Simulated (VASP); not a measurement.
# Fe (Im-3m) in VASP: settings compared

Aim: see how the results for Fe move with the level of theory and the settings. Levels: PBE, PBEsol. Tasks: density of states.

All numbers are computed with VASP 6.6.1; they aren't measurements. Logs are shortened: lines on timing, memory, paths and dates and some standing lists are left out, and cuts for length are marked.

## (1) The cell of the first run

Symmetry: Im-3m, No. 229, cubic system. Conventional cell: a = 2.832 Å, b = 2.832 Å, c = 2.832 Å, α = 90.00°, β = 90.00°, γ = 90.00°. Fe (site symmetry m-3m) has 14 Fe at 2.45 to 2.83 Å within 3.2 Å.

## (2) Density of states, PBE, collinear spin, ferromagnetic start

POSCAR

```
Fe
1.0
   -1.4157898473      1.4157898473      1.4157898473
    1.4157898473     -1.4157898473      1.4157898473
    1.4157898473      1.4157898473     -1.4157898473
Fe
1
Direct
    0.0000000000      0.0000000000      0.0000000000
```

INCAR.step1

```
PREC = Accurate
ENCUT = 520
EDIFF = 1E-6
ISMEAR = 0
SIGMA = 0.1
LREAL = False
LASPH = True
NELM = 150
ALGO = Normal
ISIF = 2
LWAVE = False
LCHARG = True
ISPIN = 2
MAGMOM = 2.44
LMAXMIX = 4
GGA = PE
NBANDS = 14
```

KPOINTS.step1

```
regular mesh
0
Gamma
  20 20 20
```

INCAR.step2

```
PREC = Accurate
ENCUT = 520
EDIFF = 1E-6
ISMEAR = -5
SIGMA = 0.1
LREAL = False
LASPH = True
NELM = 150
ALGO = Normal
ISIF = 2
LWAVE = False
LCHARG = False
ISPIN = 2
MAGMOM = 2.44
LORBIT = 10
LMAXMIX = 4
GGA = PE
NEDOS = 1001
ICHARG = 11
```

KPOINTS.step2

```
regular mesh
0
Gamma
  30 30 30
```

Potentials or basis: VASP PAW PBE potentials, release 64 (Fe).

Launch:

```
$ cat potpaw_PBE.64/Fe/POTCAR > POTCAR
$ cp INCAR.step1 INCAR
$ cp KPOINTS.step1 KPOINTS
$ mpirun -np 1 vasp_std > vasp.out
$ cp INCAR.step2 INCAR
$ cp KPOINTS.step2 KPOINTS
$ mpirun -np 1 vasp_std > vasp.out
```

OUTCAR:

```text
PREC = Accurate
   ENCUT = 520
   EDIFF = 1E-6
   ISMEAR = -5
   LREAL = False
   LASPH = True
   NELM = 150
   ISIF = 2
   ISPIN = 2
   LORBIT = 10
   GGA = PE
   ICHARG = 11

 ion  position               nearest neighbor table
   1  0.000  0.000  0.000-

  LATTYP: Found a body centered cubic cell.
 ALAT       =     2.8315796946

  Lattice vectors:

 A1 = (  -1.4157898473,   1.4157898473,   1.4157898473)
 A2 = (   1.4157898473,  -1.4157898473,   1.4157898473)
 A3 = (   1.4157898473,   1.4157898473,  -1.4157898473)

Analysis of symmetry for initial positions (statically):
=====================================================================
 Subroutine PRICEL returns:
 Original cell was already a primitive cell.

 Routine SETGRP: Setting up the symmetry group for a
 body centered cubic supercell.

 Subroutine GETGRP returns: Found 48 space group operations
 (whereof 48 operations were pure point group operations)
 out of a pool of 48 trial point group operations.

The static configuration has the point symmetry O_h .

Analysis of symmetry for dynamics (positions and initial velocities):
=====================================================================
 Subroutine PRICEL returns:
 Original cell was already a primitive cell.

 Routine SETGRP: Setting up the symmetry group for a
 body centered cubic supercell.

 Subroutine GETGRP returns: Found 48 space group operations
 (whereof 48 operations were pure point group operations)
 out of a pool of 48 trial point group operations.

The dynamic configuration has the point symmetry O_h .

Analysis of structural, dynamic, and magnetic symmetry:
=====================================================================
 Subroutine PRICEL returns:
 Original cell was already a primitive cell.

 Routine SETGRP: Setting up the symmetry group for a
 body centered cubic supercell.

 Subroutine GETGRP returns: Found 48 space group operations
 (whereof 48 operations were pure point group operations)
 out of a pool of 48 trial point group operations.

The overall configuration has the point symmetry O_h .

 Subroutine INISYM returns: Found 48 space group operations
 (whereof 48 operations are pure point group operations),
 and found     1 'primitive' translations

----------------------------------------------------------------------------------------

                                     Primitive cell

  volume of cell :      11.3516

  direct lattice vectors                    reciprocal lattice vectors
    -1.415789847  1.415789847  1.415789847     0.000000000  0.353159758  0.353159758
     1.415789847 -1.415789847  1.415789847     0.353159758  0.000000000  0.353159758
     1.415789847  1.415789847 -1.415789847     0.353159758  0.353159758  0.000000000

  length of vectors
     2.452219948  2.452219948  2.452219948     0.499443320  0.499443320  0.499443320

  position of ions in fractional coordinates (direct lattice)
     0.000000000  0.000000000  0.000000000

  ion indices of the primitive-cell ions
   primitive index   ion index
                 1           1

----------------------------------------------------------------------------------------

 KPOINTS: regular mesh

Automatic generation of k-mesh.
 Grid dimensions read from file:
 generate k-points for:   30   30   30

 Generating k-lattice:

  Cartesian coordinates                     Fractional coordinates (reciprocal lattice)
     0.000000000  0.011771992  0.011771992     0.033333333  0.000000000  0.000000000
     0.011771992  0.000000000  0.011771992     0.000000000  0.033333333  0.000000000
     0.011771992  0.011771992  0.000000000     0.000000000  0.000000000  0.033333333

  Length of vectors
     0.016648111  0.016648111  0.016648111

  Shift w.r.t. Gamma in fractional coordinates (k-lattice)
     0.000000000  0.000000000  0.000000000

 TETIRR: Found  32549 inequivalent tetrahedra from   162000

 Subroutine IBZKPT returns following result:
 ===========================================

 Found    752 irreducible k-points:

 Following reciprocal coordinates:
            Coordinates               Weight
  0.000000  0.000000  0.000000      1.000000
  0.033333  0.000000  0.000000     12.000000
  0.066667  0.000000  0.000000     12.000000
  0.100000  0.000000  0.000000     12.000000
  0.133333  0.000000  0.000000     12.000000
  0.166667  0.000000  0.000000     12.000000
[... 16 lines left out ...]
  0.233333  0.033333  0.000000     48.000000
  0.266667  0.033333  0.000000     48.000000
 [... further k-points ...]
   k-points           NKPTS =    752   k-points in BZ     NKDIM =    752   number of bands    NBANDS=      9
   number of dos      NEDOS =   1001   number of ions     NIONS =      1
   total plane-waves  NPLWV =   5832
   dimension x,y,z NGX =    18 NGY =   18 NGZ =   18
   dimension x,y,z NGXF=    36 NGYF=   36 NGZF=   36
   ions per type =               1
   NGX,Y,Z   is equivalent  to a cutoff of  12.20, 12.20, 12.20 a.u.
   NGXF,Y,Z  is equivalent  to a cutoff of  24.41, 24.41, 24.41 a.u.
 SYSTEM =  unknown system
   PREC   = accura    normal or accurate (medium, high low for compatibility)
   ISTART =      0    job   : 0-new  1-cont  2-samecut
   ICHARG =     11    charge: 1-file 2-atom 10-const
   ISPIN  =      2    spin polarized calculation?
   LNONCOLLINEAR =      F non collinear calculations
   LSORBIT =      F    spin-orbit coupling
   LASPH  =      T    aspherical Exc in radial PAW
   ENCUT  =  520.0 eV  38.22 Ry    6.18 a.u.   4.56  4.56  4.56*2*pi/ulx,y,z
   NELM   =    150;   NELMIN=  2; NELMDL=  0     # of ELM steps
   EDIFF  = 0.1E-05   stopping-criterion for ELM
   LREAL  =      F    real-space projection
   EDIFFG = 0.1E-04   stopping-criterion for IOM
   NSW    =      0    number of steps for IOM
   IBRION =     -1    ionic relax: 0-MD 1-quasi-New 2-CG
   NFREE  =      0    steps in history (QN), initial steepest desc. (CG)
   ISIF   =      2    stress and relaxation
   ISYM   =      2    0-nonsym 1-usesym 2-fastsym
   POTIM  = 0.5000    time-step for ionic-motion
   TEBEG  =    0.0;   TEEND  =   0.0 temperature during run
   PSTRESS=    0.0 pullay stress
   NELECT =       8.0000    total number of electrons
   NUPDOWN=      -1.0000    fix difference up-down
   EMIN   =  10.00;   EMAX   =-10.00  energy-range for DOS
   EFERMI =   0.00;   METHOD = LEGACY
   ISMEAR =    -5;   SIGMA  =   0.10  broadening in eV -4-tet -1-fermi 0-gaus
   EFERMI_NEDOS =   21; number of points for ismear=-14 and -15
   IALGO  =     38    algorithm
   IMIX   =      4    mixing-type and parameters
     AMIX     =   0.40;   BMIX     =  1.00
     AMIX_MAG =   1.60;   BMIX_MAG =  1.00
  volume/ion in A,a.u.               =      11.35        76.60
  Fermi-wavevector in a.u.,A,eV,Ry     =   1.456865  2.753076 28.877770  2.122456
  Thomas-Fermi vector in A             =   2.573734
   LORBIT       =     10    0 simple, 1 ext, 2 COOP (PROOUT), +10 PAW based schemes
   GGA     = PE    functional components
   LHFCALC =     F    Hartree Fock is set to
   AEXX    =    0.0000 exact exchange contribution
   IVDW    =     0    specifies the selected vdW correction
   LEPSILON=     F    determine dielectric tensor
   LRPA    =     F    only Hartree local field effects (RPA)
 spin polarized calculation
 Fermi weights with tetrahedron method with Bloechl corrections
  energy-cutoff  :      520.00
  volume of cell :       11.35
 maximum number of plane-waves:       321

 number of electron       8.0000009 magnetization       2.1954680

 Free energy of the ion-electron system (eV)
  ---------------------------------------------------
  ext. energy  EPLUGINS =         0.00000000
  ---------------------------------------------------
  free energy    TOTEN  =        -8.24256965 eV

  energy without entropy =       -8.24256965  energy(sigma->0) =       -8.24256965

 E-fermi :   5.8247     XC(G=0): -13.1216

 val. band max:        5.8937207745   @ k =  -0.4000   0.4000   0.0667
 cond. band min:       5.7759210647   @ k =  -0.2333   0.2333   0.2000
 fundamental gap:     -0.1177997098
 Fermi energy:         5.8247014507

 spin component 1

 k-point     1 :       0.0000    0.0000    0.0000
  band No.  band energies     occupation
      1      -2.6058      1.00000
      2       3.5223      1.00000
      3       3.5223      1.00000
      4       3.5223      1.00000
      5       4.7347      1.00000
      6       4.7347      1.00000
      7      30.8619      0.00000
      8      30.8619      0.00000
      9      30.8619      0.00000

 k-point     2 :       0.0333    0.0000    0.0000
  band No.  band energies     occupation
      1      -2.5596      1.00000
      2       3.5095      1.00000
      3       3.5216      1.00000
      4       3.5472      1.00000
      5       4.7215      1.00000
      6       4.7357      1.00000
      7      30.5316      0.00000
      8      30.7982      0.00000
      9      30.8272      0.00000
[... 253 lines left out ...]
 k-point    24 :       0.2667    0.0333    0.0000
  band No.  band energies     occupation
      1       0.1352      1.00000
      2       2.8521      1.00000
      3       3.4312      1.00000
      4       4.6090      1.00000
      5       4.8410      1.00000
      6       5.0718      1.00000
      7      20.1260      0.00000
      8      26.1447      0.00000
      9      28.6780      0.00000

 [... further k-points ...]

 spin component 2

 k-point     1 :       0.0000    0.0000    0.0000
  band No.  band energies     occupation
      1      -2.4378      1.00000
      2       5.4370      1.00000
      3       5.4371      1.00000
      4       5.4371      1.00000
      5       7.4924      0.00000
      6       7.4925      0.00000
      7      30.6103      0.00000
      8      30.6103      0.00000
      9      30.6103      0.00000

 k-point     2 :       0.0333    0.0000    0.0000
  band No.  band energies     occupation
      1      -2.3913      1.00000
      2       5.4217      1.00000
      3       5.4347      1.00000
      4       5.4641      1.00000
      5       7.4752      0.00000
      6       7.4935      0.00000
      7      30.3354      0.00000
      8      30.5607      0.00000
      9      30.5940      0.00000
[... 253 lines left out ...]
 k-point    24 :       0.2667    0.0333    0.0000
  band No.  band energies     occupation
      1       0.4941      1.00000
      2       4.6361      1.00000
      3       5.0590      1.00000
      4       7.1206      0.00000
      5       7.1578      0.00000
      6       7.6215      0.00000
      7      20.8529      0.00000
      8      26.2902      0.00000
      9      29.3224      0.00000

 [... further k-points ...]
[... 5 lines left out ...]
  --------------------------------------------------------------------------------------
  -------------------------------------------------------------------------------------
  Total       -0.0121753     -0.0121753     -0.0121753      0.0000000      0.0000000     -0.0000000
  in kB       -1.7184338     -1.7184338     -1.7184338      0.0000000      0.0000000     -0.0000000
  external PRESSURE =      -1.7184338 kB  Pullay stress =       0.0000000 kB

 VOLUME and BASIS-vectors are now :
 -----------------------------------------------------------------------------
  energy-cutoff  :      520.00
  volume of cell :       11.35
      direct lattice vectors                 reciprocal lattice vectors
    -1.415789847  1.415789847  1.415789847     0.000000000  0.353159758  0.353159758
     1.415789847 -1.415789847  1.415789847     0.353159758  0.000000000  0.353159758
     1.415789847  1.415789847 -1.415789847     0.353159758  0.353159758  0.000000000

 POSITION                                       TOTAL-FORCE (eV/Angst)
 -----------------------------------------------------------------------------------
      0.00000      0.00000      0.00000         0.000000     -0.000000      0.000000
 -----------------------------------------------------------------------------------
    total drift:                                0.000000     -0.000000      0.000000

  FREE ENERGIE OF THE ION-ELECTRON SYSTEM (eV)
  ---------------------------------------------------
  free  energy   TOTEN  =        -8.2425696525 eV

  energy  without entropy=       -8.2425696525  energy(sigma->0) =       -8.24256965

 total charge

# of ion       s       p       d       tot
------------------------------------------
    1        0.487   0.542   6.240   7.269

 magnetization (x)

# of ion       s       p       d       tot
------------------------------------------
    1       -0.014  -0.056   2.255   2.185
```

It took 4.5 min on 1 thread of AMD EPYC 7R13, shared host; peak memory 0.3 GiB.

Results:

* Net moment: 2.20 μB per cell
* Site moments: Fe +2.19 μB
* Valence electrons inside the program's atomic spheres: Fe 7.27

Caveat: tetrahedron occupations give inexact forces and stress in metals.

## (3) Density of states, PBEsol, collinear spin, ferromagnetic start

POSCAR is that of step 2.

INCAR.step1

```
SYSTEM = Fe
PREC     = Accurate       ! precision mode
ENCUT    = 520            ! plane-wave cutoff, eV
EDIFF    = 1E-6           ! SCF threshold, eV
ISMEAR   = 0              ! smearing method
SIGMA    = 0.1            ! smearing width, eV
LREAL    = .False.        ! projectors in reciprocal space
LASPH    = .True.         ! aspherical terms in the spheres
NELM     = 150            ! most SCF steps
ALGO     = Fast           ! electronic algorithm
ISIF     = 2              ! what is computed and relaxed
LWAVE    = .False.        ! write WAVECAR
LCHARG   = .True.         ! write CHGCAR
ISPIN    = 2              ! spin polarisation
MAGMOM   = 2.44           ! initial moments
LMAXMIX  = 4              ! l up to which the mixer works
GGA      = PS             ! functional
NBANDS   = 14             ! bands
```

KPOINTS.step1

```
regular mesh
0
Gamma
  20 20 20
  0 0 0
```

INCAR.step2

```
SYSTEM = Fe
PREC     = Accurate       ! precision mode
ENCUT    = 520            ! plane-wave cutoff, eV
EDIFF    = 1E-6           ! SCF threshold, eV
ISMEAR   = -5             ! smearing method
SIGMA    = 0.1            ! smearing width, eV
LREAL    = .False.        ! projectors in reciprocal space
LASPH    = .True.         ! aspherical terms in the spheres
NELM     = 150            ! most SCF steps
ALGO     = Fast           ! electronic algorithm
ISIF     = 2              ! what is computed and relaxed
LWAVE    = .False.        ! write WAVECAR
LCHARG   = .False.        ! write CHGCAR
ISPIN    = 2              ! spin polarisation
MAGMOM   = 2.44           ! initial moments
LORBIT   = 11             ! projections on sites
LMAXMIX  = 4              ! l up to which the mixer works
GGA      = PS             ! functional
NBANDS   = 14             ! bands
NEDOS    = 1001           ! points of the DOS
ICHARG   = 11             ! starting density
```

KPOINTS.step2

```
regular mesh
0
Gamma
  30 30 30
  0 0 0
```

Potentials or basis: VASP PAW PBE potentials, release 64 (Fe).

Launch:

```
$ cat potpaw_PBE.64/Fe/POTCAR > POTCAR
$ cp INCAR.step1 INCAR
$ cp KPOINTS.step1 KPOINTS
$ mpirun -np 1 vasp_std > vasp.out
$ cp INCAR.step2 INCAR
$ cp KPOINTS.step2 KPOINTS
$ mpirun -np 1 vasp_std > vasp.out
```

Run time: 2.3 min. Hardware: 1 thread of Intel Xeon Platinum 8375C at 2.90GHz (Ice Lake), shared host; peak memory 0.43 GiB.

It converged, with:

| Quantity | Value |
| --- | --- |
| Net moment | 2.20 μB per cell |
| Site moments | Fe +2.18 μB |
| Valence electrons inside the program's atomic spheres | Fe 7.27 |

Levels at points of the mesh, in eV from the Fermi level:
Spin up:
| k point | band 3 | band 4 | band 5 | band 6 | band 7 | band 8 |
| --- | --- | --- | --- | --- | --- | --- |
| (0.00, 0.00, 0.00) | -2.32 | -2.32 | -1.05 | -1.05 | 24.94 | 24.94 |
| (0.50, 0.00, 0.00) | -1.00 | -0.86 | 0.39 | 0.44 | 7.32 | 18.30 |
| (0.50, 0.50, 0.50) | 0.12 | 0.12 | 0.12 | 9.85 | 9.85 | 9.85 |
Spin down:
```
           k point  band 1  band 2  band 3  band 4  band 5  band 6  band 7
(0.00, 0.00, 0.00)   -8.26   -0.38   -0.38   -0.38    1.59    1.59   24.85
(0.50, 0.00, 0.00)   -3.65   -1.67    0.65    1.47    1.85    2.63    8.73
(0.50, 0.50, 0.50)   -3.07   -3.07    2.33    2.33    2.33   10.21   10.21
```

Caveat: the PAW data sets were made with another functional, which shifts forces and pressure a little; tetrahedron occupations give inexact forces and stress in metals.
